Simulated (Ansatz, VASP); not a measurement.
Zr3TiC4 in VASP and in Ansatz

```
Zr Ti C
1.0
     3.27142    0.00000    0.00000
     0.00000    4.63349    0.00000
     0.00000    0.00000    6.53797
Zr Ti C
3 1 4
Direct
  0.00000 0.50000 0.74584
  0.50000 0.00000 0.00000
  0.00000 0.50000 0.25416
  0.50000 0.00000 0.50000
  0.00000 0.00000 0.73891
  0.50000 0.50000 0.00000
  0.00000 0.00000 0.26109
  0.50000 0.50000 0.50000
```

Alike in both runs: functional PBE; k mesh 12 × 8 × 6; occupations gaussian, width 0.1 eV; no spin polarisation.

Ansatz relaxed the structure, and its values are those at the end. VASP's run is a single point on that final structure, the one shown.

|  | VASP | Ansatz |
| --- | --- | --- |
| version | VASP 6.6.1 | Ansatz 0.2.0 |
| potentials or method | VASP PAW PBE potentials, release 64 (Zr_sv, Ti_sv, C), cutoff 520 eV | scalar-relativistic, plane waves, PAW |
| valence electrons in the cell | 64 | 64 |

VASP gave:

```
gap on the k mesh at the Fermi level (eV) : none
pressure (GPa)                            : 0.3
```

**Question.** What did Ansatz give for the same quantities?

**Answer.** gap on the k mesh at the Fermi level (eV): none; pressure (GPa): 0.0.

A gap of «none» marks a metal or a gap that the smearing closes. The functional is the same, so the differences come from potentials, cutoffs and numerics.
